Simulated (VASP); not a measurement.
Crystal: CdF2.

```
Cd F
1.0
     0.00000    2.70052    2.70052
     2.70052    0.00000    2.70052
     2.70052    2.70052    0.00000
Cd F
1 2
Direct
  0.00000 0.00000 0.00000
  0.25000 0.25000 0.25000
  0.75000 0.75000 0.75000
```

```yaml
Program: VASP 6.6.1
Task: relaxation of cell and atoms
Functional: PBE
Potentials_or_basis: VASP PAW PBE potentials, release 64 (Cd, F)
Cutoff: 600 eV
k_mesh: 8 × 8 × 8
Occupations: gaussian, width 0.02 eV
Spin: no spin polarisation
```

At the start: pressure 5.1 GPa; volume 13.13 Å³/atom.

Question: How do energy, volume and symmetry change on relaxing?

Answer: Over 3 steps the energy falls by 10.0 meV/atom and the volume is 13.79 Å³/atom (+5.0 %); space group Fm-3m (No. 225, to 0.05 Å).

Step by step:
| step | energy change (eV) | largest force (eV/Å) | pressure (GPa) | volume (Å³) |
| --- | --- | --- | --- | --- |
| 1 | 0.0000 | 0.0000 | 5.13 | 39.39 |
| 2 | -0.0285 | 0.0000 | -1.03 | 41.83 |
| 3 | -0.0301 | 0.0000 | 0.01 | 41.36 |

Final structure:
```
CELL_PARAMETERS angstrom
0.00000 2.74474 2.74474
2.74474 0.00000 2.74474
2.74474 2.74474 0.00000
ATOMIC_POSITIONS crystal
Cd 0.00000 0.00000 0.00000
F 0.25000 0.25000 0.25000
F 0.75000 0.75000 0.75000
```
